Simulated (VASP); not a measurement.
Crystal: Pt.

```
Pt
1.0
     0.00000    1.96090    1.96090
     1.96090    0.00000    1.96090
     1.96090    1.96090    0.00000
Pt
1
Direct
  0.00000 0.00000 0.00000
```

```yaml
Program: VASP 6.6.1
Task: relaxation of cell and atoms
Functional: LDA
Potentials_or_basis: VASP PAW LDA potentials, release 64 (Pt)
Cutoff: 600 eV
k_mesh: 12 × 12 × 12
Occupations: fermi-dirac, width 0.05 eV
Spin: no spin polarisation
```

At the start: pressure -5.3 GPa; volume 15.08 Å³/atom.

Where does the relaxation end?

Over 4 steps the energy falls by 4.5 meV/atom and the volume is 14.81 Å³/atom (-1.8 %); space group Fm-3m (No. 225, to 0.05 Å).

Step by step:
| step | energy change (eV) | largest force (eV/Å) | pressure (GPa) | volume (Å³) |
| --- | --- | --- | --- | --- |
| 1 | 0.0000 | 0.0000 | -5.25 | 15.08 |
| 2 | 0.0398 | 0.0000 | 19.19 | 14.03 |
| 3 | -0.0045 | 0.0000 | -0.12 | 14.82 |
| 4 | -0.0045 | 0.0000 | -0.01 | 14.81 |

Final structure:
```cif
data_structure
_symmetry_space_group_name_H-M 'P 1'
_symmetry_Int_Tables_number 1
_cell_length_a 2.7566
_cell_length_b 2.7566
_cell_length_c 2.7566
_cell_angle_alpha 60.000
_cell_angle_beta 60.000
_cell_angle_gamma 60.000
_cell_volume 14.81
loop_
_atom_site_label
_atom_site_type_symbol
_atom_site_fract_x
_atom_site_fract_y
_atom_site_fract_z
_atom_site_occupancy
Pt1 Pt 0.00000 0.00000 0.00000 1
```
